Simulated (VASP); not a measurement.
Write the native input for VASP 6.6.1 that does the following.

```yaml
Task: single point
Functional: PBE
Potentials_or_basis: VASP PAW PBE potentials, release 64 (Ag, Sn_d)
Cutoff: 400 eV
k_mesh: 1 × 1 × 1, shifted
Occupations: fermi-dirac, width 0.0836 eV
Spin: no spin polarisation
Dipole_correction: no
Mended: yes
Further_INCAR_settings: LREAL = Auto; ALGO = Normal; EDIFF = 1e-06; NBANDS = 165; ISYM = -1
```

The structure of Ag7Sn5 lies in POSCAR:

```
Ag7Sn5
1.0
    8.3282380000     -0.0906800000      0.1941310000
   -0.0906800000      8.2169270000     -0.2378250000
    0.1941310000     -0.2378250000      8.2945030000
Ag Sn
14 10
Direct
    0.9526168663      0.7180052807      0.9917825265
    0.7121851922      0.7644549876      0.2050367917
    0.7415949125      0.8918405804      0.5305292462
    0.2595068512      0.9690250225      0.0575918836
    0.3876095448      0.9479649382      0.5393724896
    0.1881039895      0.5502358672      0.7439028028
    0.4342557039      0.2271627041      0.2035700603
    0.1018372606      0.8662995894      0.3137680378
    0.8590847414      0.5000626582      0.7262337987
    0.7343996831      0.0506252878      0.0273853918
    0.6092598012      0.6044386893      0.4381158723
    0.7629861653      0.4252624588      0.1290696714
    0.1368422134      0.2805867788      0.8980898837
    0.0487076453      0.8721871653      0.7055291015
    0.4884894867      0.4122029583      0.9510580943
    0.8579983060      0.1497669935      0.7429713711
    0.1161067396      0.4900629401      0.1494369586
    0.3920195138      0.3459272630      0.5778565649
    0.4950206970      0.0631013600      0.8346212206
    0.1451668185      0.1897707541      0.3906053021
    0.9368736133      0.5795586139      0.4363339571
    0.3794535116      0.7153232813      0.2080830002
    0.7731454832      0.2476510461      0.4123525067
    0.4897444319      0.7402645184      0.8630357760
```

These files were run (other wordings do the same):

INCAR

```
SYSTEM = Ag7Sn5
  PREC = Accurate
  ENCUT = 400
  EDIFF = 1E-6
  ISMEAR = -1
  SIGMA = 0.0836
  LREAL = Auto
  LASPH = .TRUE.
  NELM = 120
  ALGO = Normal
  ISIF = 2
  LWAVE = .FALSE.
  LCHARG = .FALSE.
  GGA = PE
  NBANDS = 165
  ISYM = -1
  GGA_COMPAT = .FALSE.
```

KPOINTS

```
explicit points
1
Reciprocal
  0.25000000   0.25000000   0.25000000 1
```

Potentials or basis: VASP PAW PBE potentials, release 64 (Ag, Sn_d).

Command:

```sh
$ cat potpaw_PBE.64/Ag/POTCAR potpaw_PBE.64/Sn_d/POTCAR > POTCAR
$ mpirun -np 1 vasp_std > vasp.out
```

Results of the run:

```
Pressure      : 3.5 GPa
Largest force : 2.430 eV/Å
```

Caveat: the atoms stand as in a frame of molecular dynamics.

It took 69 s on 1 thread of Intel(R) Xeon(R) 6975P-C (Granite Rapids), on a shared host, peak memory 0.39 GiB.
